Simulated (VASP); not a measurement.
# Y2Zr: single point with PBE

Crystal: Y2Zr.

```
CELL_PARAMETERS angstrom
0.00000 4.43889 4.43889
4.43889 0.00000 4.43889
4.43889 4.43889 0.00000
ATOMIC_POSITIONS crystal
Y 0.62500 0.62500 0.62500
Y 0.12500 0.62500 0.62500
Y 0.62500 0.62500 0.12500
Y 0.62500 0.12500 0.62500
Zr 0.00000 0.00000 0.00000
Zr 0.25000 0.25000 0.25000
```

- Program: VASP 6.6.1
- Task: single point
- Functional: PBE
- Potentials or basis: VASP PAW PBE potentials, release 64 (Y_sv, Zr_sv)
- Cutoff: 520 eV
- k mesh: 4 × 4 × 4
- Occupations: gaussian, width 0.1 eV
- Spin: no spin polarisation

The pressure is 0.0 GPa and the band gap on the k mesh is zero (bands 34 and 35 overlap by 0.28 eV).

Levels at points of the mesh, in eV from the Fermi level:
```
           k point  band 30  band 31  band 32  band 33  band 34  band 35  band 36  band 37  band 38  band 39
(0.00, 0.00, 0.00)    -0.92    -0.92    -0.92    -0.07    -0.07     0.33     0.33     0.33     0.37     0.37
(0.50, 0.00, 0.00)    -0.83    -0.24    -0.24    -0.13    -0.13     0.31     0.31     0.61     0.65     0.65
(0.50, 0.50, 0.00)    -0.49    -0.38    -0.38    -0.35    -0.35    -0.24    -0.24     0.18     0.18     1.02
```

It took 94 s on 1 thread of Intel(R) Xeon(R) Platinum 8375C CPU @ 2.90GHz (Ice Lake), on a shared host, peak memory 0.35 GiB.
